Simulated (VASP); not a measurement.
# Mo (Im-3m) in VASP: settings compared, part 2 of 2

VASP 6.6.1. Earlier steps stand in the parts before.

### Step 5. Relaxation of cell and atoms, revPBE+D3(BJ)

This run uses another cell than the first one, of 15.58 Å³/atom, 1.032 times its volume.

Contents of INCAR:

```
SYSTEM = Mo
PREC = Accurate
ENCUT = 500
EDIFF = 1E-7
ISMEAR = 0
SIGMA = 0.15
LREAL = .FALSE.
LASPH = .TRUE.
NELM = 120
ALGO = Normal
ISIF = 3
LWAVE = .FALSE.
LCHARG = .FALSE.
GGA = RE
IVDW = 12
IBRION = 2
NSW = 80
EDIFFG = -0.01
GGA_COMPAT = .FALSE.
NELMIN = 4
```

Contents of KPOINTS:

```
Automatic mesh
0
G
  17 17 17
  0 0 0
```

Contents of POSCAR:

```
Mo
1.0
   -1.5734150000      1.5734150000      1.5734150000
    1.5734150000     -1.5734150000      1.5734150000
    1.5734150000      1.5734150000     -1.5734150000
Mo
1
Direct
    0.0000000000      0.0000000000      0.0000000000
```

Potentials or basis: VASP PAW PBE potentials, release 64 (Mo_sv).

Started as:

```bash
> cat potpaw_PBE.64/Mo_sv/POTCAR > POTCAR
> mpirun -np 1 vasp_std > vasp.out
```

OUTCAR:

```text
SYSTEM = Mo
   PREC = Accurate
   ENCUT = 500
   EDIFF = 1E-7
   ISMEAR = 0
   LREAL = .FALSE.
   LASPH = .TRUE.
   NELM = 120
   ISIF = 3
   GGA = RE
   IVDW = 12
   IBRION = 2
   NSW = 80
   EDIFFG = -0.01
   NELMIN = 4
 IVDW          = 12

 ion  position               nearest neighbor table
   1  0.000  0.000  0.000-

  LATTYP: Found a body centered cubic cell.
 ALAT       =     3.1468300000

  Lattice vectors:

 A1 = (  -1.5734150000,   1.5734150000,   1.5734150000)
 A2 = (   1.5734150000,  -1.5734150000,   1.5734150000)
 A3 = (   1.5734150000,   1.5734150000,  -1.5734150000)

Analysis of symmetry for initial positions (statically):
=====================================================================
 Subroutine PRICEL returns:
 Original cell was already a primitive cell.

 Routine SETGRP: Setting up the symmetry group for a
 body centered cubic supercell.

 Subroutine GETGRP returns: Found 48 space group operations
 (whereof 48 operations were pure point group operations)
 out of a pool of 48 trial point group operations.

The static configuration has the point symmetry O_h .

Analysis of symmetry for dynamics (positions and initial velocities):
=====================================================================
 Subroutine PRICEL returns:
 Original cell was already a primitive cell.
[... 150 lines left out ...]
  ---------------------------------------------------
  ext. energy  EPLUGINS =         0.00000000
  ---------------------------------------------------
  free energy    TOTEN  =       -10.47983781 eV

  energy without entropy =      -10.47443572  energy(sigma->0) =      -10.47713677

------------------------ aborting loop because EDIFF is reached ----------------------------------------

 Edisp (eV)   -1.33721

 E8    (eV) :    -0.9680
[... 108 lines left out ...]
--------------------------------------- Ionic step        4  -------------------------------------------

 number of electron      13.9999997 magnetization

 Free energy of the ion-electron system (eV)
  ---------------------------------------------------
  ext. energy  EPLUGINS =         0.00000000
  ---------------------------------------------------
  free energy    TOTEN  =       -10.44934807 eV

  energy without entropy =      -10.44395225  energy(sigma->0) =      -10.44665016

 E-fermi :  13.2247     XC(G=0): -13.5287

 val. band max:       13.1571162208   @ k =  -0.2941   0.2941   0.2941
 cond. band min:      13.2342686646   @ k =  -0.3529   0.3529   0.2353
 fundamental gap:      0.0771524438
 Fermi energy:        13.2246797740

 k-point     1 :       0.0000    0.0000    0.0000
  band No.  band energies     occupation
      1     -48.1326      2.00000
      2     -21.3204      2.00000
      3     -21.3204      2.00000
      4     -21.3204      2.00000
      5       5.8446      2.00000
      6      11.7397      2.00000
      7      11.7397      2.00000
      8      11.7397      2.00000
      9      14.8919      0.00000
     10      14.8919      0.00000
     11      28.0453      0.00000
[... 309 lines left out ...]
 k-point    24 :       0.1765    0.1765    0.0000
  band No.  band energies     occupation
      1     -47.9301      2.00000
      2     -22.3143      2.00000
      3     -21.6508      2.00000
      4     -21.4244      2.00000
      5       8.6318      2.00000
      6      10.4703      2.00000
      7      10.8473      2.00000
      8      14.0076      0.00000
      9      15.4792      0.00000
     10      15.9932      0.00000
     11      28.2190      0.00000

 [... further k-points ...]

------------------------ aborting loop because EDIFF is reached ----------------------------------------

 Edisp (eV)   -1.37885

 E8    (eV) :    -0.9984
[... 24 lines left out ...]
  FREE ENERGIE OF THE ION-ELECTRON SYSTEM (eV)
  ---------------------------------------------------
  free  energy   TOTEN  =       -11.8281936165 eV

  energy  without entropy=      -11.8227977882  energy(sigma->0) =      -11.82549570

 reached required accuracy - stopping structural energy minimisation
```

OSZICAR:

```text
N       E                     dE             d eps       ncg     rms          rms(c)
DAV:   1     0.873551521752E+02    0.87355E+02   -0.81613E+03  3686   0.127E+03
DAV:   2    -0.984150592372E+01   -0.97197E+02   -0.93867E+02  3987   0.335E+02
DAV:   3    -0.111007125574E+02   -0.12592E+01   -0.12503E+01  4139   0.381E+01
[... 34 lines left out ...]
DAV:   1    -0.104494867723E+02    0.11570E-02   -0.35409E-03  3807   0.854E-01    0.136E-01
DAV:   2    -0.104493547177E+02    0.13205E-03   -0.26963E-04  3774   0.210E-01    0.234E-02
DAV:   3    -0.104493451510E+02    0.95667E-05   -0.42143E-05  3947   0.812E-02    0.203E-02
DAV:   4    -0.104493480524E+02   -0.29014E-05   -0.70553E-07  3795   0.101E-02    0.966E-04
DAV:   5    -0.104493480737E+02   -0.21367E-07   -0.58634E-08  2260   0.305E-03
   4 F= -.11828194E+02 E0= -.11825496E+02  d E =-.111421E-01
```

It took 92 s on 1 thread of AMD EPYC 7R13, shared host; peak memory 0.13 GiB.

What came out:

* Free energy: -11.8282 eV
* Relaxed volume: 15.13 Å³/atom
* Relaxed cell: a = 2.699 Å, b = 2.699 Å, c = 2.699 Å, α = 109.47°, β = 109.47°, γ = 109.47°
* Space group after relaxing (to 0.05 Å): Im-3m (No. 229)
* Energy gained by relaxing: 11.1 meV/atom
* Ionic steps: 4
* Pressure after relaxing: 0.0 GPa
* Band gap on the k mesh: zero (band 7 reaches 17.08 eV, above the bottom of band 8 at 11.74 eV)
* Dispersion energy per atom: -1.379 eV

The path:
| step | energy change (eV) | largest force (eV/Å) | pressure (GPa) | volume (Å³) |
| --- | --- | --- | --- | --- |
| 1 | 0.0000 | 0.0000 | -7.77 | 15.58 |
| 2 | 0.0850 | 0.0000 | 27.64 | 13.94 |
| 3 | -0.0111 | 0.0000 | -0.28 | 15.15 |
| 4 | -0.0111 | 0.0000 | -0.02 | 15.13 |

Final structure:
```
CELL_PARAMETERS angstrom
-1.55825 1.55825 1.55825
1.55825 -1.55825 1.55825
1.55825 1.55825 -1.55825
ATOMIC_POSITIONS crystal
Mo 0.00000 0.00000 0.00000
```

Caveat: the PAW data sets were made with another functional, which shifts forces and pressure a little; pairwise dispersion overbinds metals, which lowers pressure and volume.

### Step 6. The runs side by side

```csv
task,level,cell,gap on the mesh (eV),pressure (GPa),relaxed volume (Å³/atom)
single point,revPBE+D3(BJ),"a = 2.697 Å, angles 109.5°, 1 atom",none,0.7,-
single point,PBE+D3(BJ),"a = 2.712 Å, angles 109.5°, 1 atom",none,0.6,-
relaxation of cell and atoms,PBE+D3(BJ),"relaxed from a = 2.725 Å, angles 109.5°, 1 atom",none,0.0,15.38
relaxation of cell and atoms,revPBE+D3(BJ),"relaxed from a = 2.725 Å, angles 109.5°, 1 atom",none,0.0,15.13
```

Alike in all rows: potentials or basis VASP PAW PBE potentials, release 64 (Mo_sv); no spin polarisation; k mesh 17 × 17 × 17; cutoff (eV) 500; smearing gaussian 0.15 eV.

Caveats: pairwise dispersion overbinds metals, which lowers pressure and volume; the PAW data sets were made with another functional, which shifts forces and pressure a little (some runs).

Absolute energies hang on the potentials; compare differences alone.
